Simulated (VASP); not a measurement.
The system is Sb2Se3.

```xyz
5
Lattice="2.7124 -4.1820 0.0000 2.7124 4.1820 0.0000 0.0000 0.0000 7.7398" Properties=species:S:1:pos:R:3 pbc="T T T"
Sb    0.0000    0.0000    1.9378
Sb    0.0000    0.0000    5.8021
Se    2.7124   -2.9895    3.8699
Se    2.7124    2.9895    3.8699
Se    2.7124    0.0000    3.8699
```

The cell was built from a structure type or drawn by symmetry, and may not be a known phase.

| Property | Result |
| --- | --- |
| Program | VASP 6.6.1 |
| Task | relaxation of cell and atoms |
| Functional | PBE |
| Potentials or basis | VASP PAW PBE potentials, release 64 (Sb, Se) |
| Cutoff | 500 eV |
| k mesh | 3 × 3 × 2 |
| Occupations | gaussian, width 0.15 eV |
| Spin | no spin polarisation |

At the start: pressure 21.0 GPa; volume 35.12 Å³/atom.

Problem. How do energy, volume and symmetry change on relaxing?

Solution. Over 27 steps the energy falls by 1401.2 meV/atom and the volume is 42.89 Å³/atom (+22.1 %); space group Cmmm (No. 65, to 0.1 Å) before and after.

Step by step:
```tsv
step	energy change (eV)	largest force (eV/Å)	pressure (GPa)	volume (Å³)
1	0.0000	10.3607	21.03	175.59
2	-0.2253	1.0051	-5.14	316.78
3	-0.9832	0.7165	-5.46	293.41
4	-1.8647	1.1782	-5.57	271.87
5	-4.1759	1.5315	-3.23	220.62
6	-4.3499	2.3048	1.95	197.35
7	-4.4530	1.2628	-0.98	207.49
8	-4.4611	1.4457	-0.46	205.34
9	-4.4609	1.5019	-0.31	204.72
10	-4.8469	1.0540	-0.17	203.78
11	-5.4745	0.6889	0.10	200.85
12	-6.4883	0.8669	-0.63	190.95
13	-6.4433	1.1095	-0.47	184.61
14	-6.5180	0.9235	-0.67	188.00
15	-6.6562	0.4931	2.43	178.69
16	-6.6562	0.5071	2.51	178.49
17	-6.7286	0.4840	2.64	180.25
18	-6.7549	0.5979	2.88	181.80
19	-6.8641	0.1216	1.04	189.64
20	-6.8890	0.4129	-0.44	197.66
21	-6.8901	0.3409	-0.22	196.37
22	-6.9060	0.3102	-0.19	197.40
23	-6.9499	0.2264	-0.04	200.43
24	-6.9940	0.1008	0.43	206.25
25	-7.0021	0.1931	-0.21	212.57
26	-7.0022	0.1840	-0.17	212.18
27	-7.0062	0.0255	-0.09	214.43
```

Final structure:
```xyz
5
Lattice="2.8244 -5.2096 0.0000 2.8244 5.2096 0.0000 0.0000 0.0000 7.2867" Properties=species:S:1:pos:R:3 pbc="T T T"
Sb    2.8244   -5.2096    2.2485
Sb    2.8244   -5.2096    5.0382
Se    2.8244   -2.7360    3.6434
Se    2.8244    2.7360    3.6434
Se    2.8244    0.0000    3.6434
```

Caveat: the k points lie up to 0.43 Å⁻¹ apart in the final cell; the volume moved by over 15 % at a fixed basis, so the end points are rough; this functional lacks dispersion, which binds the layers, so the pressure and a relaxed spacing across them are unreliable.
